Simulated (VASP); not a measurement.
# TaSi2 (P4/mmm) in VASP: further runs, part 2 of 2

VASP 6.6.1.

### 3 Single point, PBE

This run uses another cell than the first one, of 19.33 Å³/atom.

File INCAR:

```
SYSTEM = TaSi2
PREC = Accurate ; ENCUT = 520
EDIFF = 1E-6 ; ISMEAR = 0
SIGMA = 0.1 ; LREAL = .FALSE.
LASPH = .TRUE. ; NELM = 60
ALGO = Normal ; ISIF = 2
LWAVE = .FALSE. ; LCHARG = .TRUE.
GGA = PE ; LELF = .TRUE.
LVHAR = .TRUE. ; NBANDS = 16
```

File KPOINTS:

```
regular mesh
0
G
  6 6 4
  0 0 0
```

File POSCAR:

```
TaSi2
1.0
    3.6282878100      0.0000000000      0.0000000000
    0.0000000000      3.6282878100      0.0000000000
    0.0000000000      0.0000000000      4.4042344600
Ta Si
1 2
Direct
    0.0000000000      0.0000000000      0.0000000000
    0.0000000000      0.0000000000      0.5000000000
    0.5000000000      0.5000000000      0.5000000000
```

Potentials or basis: VASP PAW PBE potentials, release 64 (Ta_pv, Si).

Started as:

```bash
> cat potpaw_PBE.64/Ta_pv/POTCAR potpaw_PBE.64/Si/POTCAR > POTCAR
> mpirun -np 1 vasp_std > vasp.out
```

OUTCAR:

```text
SYSTEM = TaSi2
   PREC = Accurate
   ENCUT = 520
   EDIFF = 1E-6
   ISMEAR = 0
   LREAL = .FALSE.
   LASPH = .TRUE.
   NELM = 60
   ISIF = 2
   GGA = PE

 ion  position               nearest neighbor table
   1  0.000  0.000  0.000-   2 2.20   2 2.20
   2  0.000  0.000  0.500-   1 2.20   1 2.20   3 2.57   3 2.57   3 2.57   3 2.57
   3  0.500  0.500  0.500-   2 2.57   2 2.57   2 2.57   2 2.57

  LATTYP: Found a simple tetragonal cell.
 ALAT       =     3.6282878100
 C/A-ratio  =     1.2138602808

  Lattice vectors:

[... 632 lines left out ...]
      6       1.3671      2.00000
[... 8 lines left out ...]
     15      10.9249      0.00000
     16      11.7428      0.00000

 [... further k-points ...]
[... 5 lines left out ...]
  --------------------------------------------------------------------------------------
  -------------------------------------------------------------------------------------
  Total       -6.0931355     -6.0931355     15.6294478      0.0000000      0.0000000      0.0000000
  in kB     -168.3749691   -168.3749691    431.8971399      0.0000000      0.0000000      0.0000000
  external PRESSURE =      31.7157339 kB  Pullay stress =       0.0000000 kB

 VOLUME and BASIS-vectors are now :
 -----------------------------------------------------------------------------
  energy-cutoff  :      520.00
  volume of cell :       57.98
      direct lattice vectors                 reciprocal lattice vectors
     3.628287810  0.000000000  0.000000000     0.275612094  0.000000000  0.000000000
     0.000000000  3.628287810  0.000000000     0.000000000  0.275612094  0.000000000
     0.000000000  0.000000000  4.404234460     0.000000000  0.000000000  0.227054215

 POSITION                                       TOTAL-FORCE (eV/Angst)
 -----------------------------------------------------------------------------------
      0.00000      0.00000      0.00000         0.000000      0.000000      0.000000
      0.00000      0.00000      2.20212         0.000000      0.000000      0.000000
      1.81414      1.81414      2.20212         0.000000      0.000000      0.000000
 -----------------------------------------------------------------------------------
    total drift:                               -0.000000      0.000000     -0.000000

  FREE ENERGIE OF THE ION-ELECTRON SYSTEM (eV)
  ---------------------------------------------------
  free  energy   TOTEN  =       -18.6105430226 eV

  energy  without entropy=      -18.6023034975  energy(sigma->0) =      -18.60642326
```

stdout:

```text
POSCAR found type information on POSCAR TaSi
 POSCAR found :  2 types and       3 ions
 scaLAPACK will be used
 LDA part: xc-table for (Slater+PW92), standard interpolation
 POSCAR, INCAR and KPOINTS ok, starting setup
 FFT: planning ... GRIDC
 FFT: planning ... GRID_SOFT
 FFT: planning ... GRID
 WAVECAR not read
 entering main loop
```

Run time: 12 s. Hardware: 1 thread of Intel Xeon 6975P-C (Granite Rapids), shared host; peak memory 0.18 GiB.

What came out:

| Item | Value |
| --- | --- |
| Free energy | -18.6105 eV |
| Pressure | 3.2 GPa |
| Band gap on the k mesh | zero (an odd number of electrons rules out a gap without spin polarisation) |

Levels at points of the mesh, in eV from the Fermi level:
```csv
k point,band 6,band 7,band 8,band 9,band 10,band 11,band 12,band 13
"(0.00, 0.00, 0.00)",-2.43,-1.79,-1.79,-1.34,-0.88,0.12,0.12,1.92
"(0.50, 0.00, 0.00)",-2.65,-1.97,-0.51,0.30,0.42,0.63,1.61,2.29
"(0.50, 0.50, 0.00)",-5.32,-5.32,-1.36,-1.36,0.40,1.15,1.86,2.72
"(0.00, 0.00, 0.50)",-3.00,-3.00,-2.64,-0.80,-0.59,2.11,2.64,3.48
"(0.50, 0.00, 0.50)",-4.72,-2.63,-1.71,-1.42,0.64,0.82,0.94,3.06
"(0.50, 0.50, 0.50)",-5.94,-5.94,-3.98,-2.73,1.16,1.16,2.77,2.77
```

Caveat: the cell stands under pressure; spin-orbit coupling is left out, which moves the levels of the heavy elements.

### 4 Relaxation of cell and atoms, PBE

This run uses another cell than the first one, of 19.33 Å³/atom.

File INCAR:

```
SYSTEM = TaSi2
ALGO = Normal
EDIFF = 1E-6
EDIFFG = -0.04
ENCUT = 600
GGA = PE
IBRION = 2
ISIF = 3
ISMEAR = 0
LASPH = .True.
LCHARG = .False.
LREAL = .False.
LWAVE = .False.
NELM = 60
NSW = 90
PREC = Accurate
SIGMA = 0.1
```

File KPOINTS:

```
k-points
0
Gamma
  6 6 4
  0 0 0
```

POSCAR is that of step 3.

Started as:

```bash
> cat potpaw_PBE.64/Ta_pv/POTCAR potpaw_PBE.64/Si/POTCAR > POTCAR
> mpirun -np 1 vasp_std > vasp.out
```

Run time: 58 s. Hardware: 1 thread of Intel Xeon 6975P-C (Granite Rapids), shared host; peak memory 0.2 GiB.

It converged, with:

```
Free energy                           : -19.9545 eV
Relaxed volume                        : 18.22 Å³/atom
Relaxed cell                          : a = 3.322 Å, b = 3.322 Å, c = 4.952 Å, α = 90.00°, β = 90.00°, γ = 90.00°
Space group after relaxing (to 0.1 Å) : P4/mmm (No. 123)
Energy gained by relaxing             : 447.9 meV/atom
Ionic steps                           : 8
Pressure after relaxing               : 0.1 GPa
Band gap on the k mesh                : zero (an odd number of electrons rules out a gap without spin polarisation)
```

The path:
```csv
step,energy change (eV),largest force (eV/Å),pressure (GPa),volume (Å³)
1,0.0000,0.0000,3.19,57.98
2,-0.8578,0.0000,-5.04,59.05
3,-1.2283,0.0000,-7.56,59.11
4,-1.2822,0.0000,5.97,52.29
5,-1.3408,0.0000,-0.51,54.95
6,-1.3408,0.0000,-0.35,54.87
7,-1.3434,0.0000,0.24,54.59
8,-1.3437,0.0000,0.09,54.66
```

Final structure:
```
Ta Si
1.0
     3.32235    0.00000    0.00000
     0.00000    3.32235    0.00000
     0.00000    0.00000    4.95221
Ta Si
1 2
Direct
  0.00000 0.00000 0.00000
  0.00000 0.00000 0.50000
  0.50000 0.50000 0.50000
```

Levels at points of the mesh, in eV from the Fermi level:
```
           k point  band 6  band 7  band 8  band 9  band 10  band 11  band 12  band 13
(0.00, 0.00, 0.00)   -3.83   -1.65   -1.61   -1.61    -1.27     0.82     0.82     2.62
(0.50, 0.00, 0.00)   -3.41   -1.86   -1.40    0.24     0.71     1.25     1.27     1.31
(0.50, 0.50, 0.00)   -6.21   -6.21   -1.58   -1.58    -0.97     0.69     0.77     2.89
(0.00, 0.00, 0.50)   -2.61   -2.27   -2.27   -1.41     1.21     2.12     2.86     2.86
(0.50, 0.00, 0.50)   -4.80   -2.88   -1.58   -0.34     0.43     1.01     1.34     4.21
(0.50, 0.50, 0.50)   -6.44   -6.40   -3.40   -2.91     1.15     1.15     1.24     1.24
```

Caveat: spin-orbit coupling is left out, which moves the levels of the heavy elements.

### 5 Overview

```tsv
task	cell	cutoff (eV)	gap on the mesh (eV)	pressure (GPa)
single point	a = 3.325, b = 3.325, c = 4.949 Å, 3 atoms	520	none	0.0
single point	a = 3.628, b = 3.628, c = 4.404 Å, 3 atoms	520	none	3.2
relaxation of cell and atoms	relaxed from a = 3.628, b = 3.628, c = 4.404 Å, 3 atoms	600	none	0.1
```

Alike in all rows: level PBE; potentials or basis VASP PAW PBE potentials, release 64 (Ta_pv, Si); no spin polarisation; k mesh 6 × 6 × 4; smearing gaussian 0.1 eV.

Caveats: spin-orbit coupling is left out, which moves the levels of the heavy elements; the cell stands under pressure (at least some runs).

Absolute energies hang on the potentials; compare differences alone.
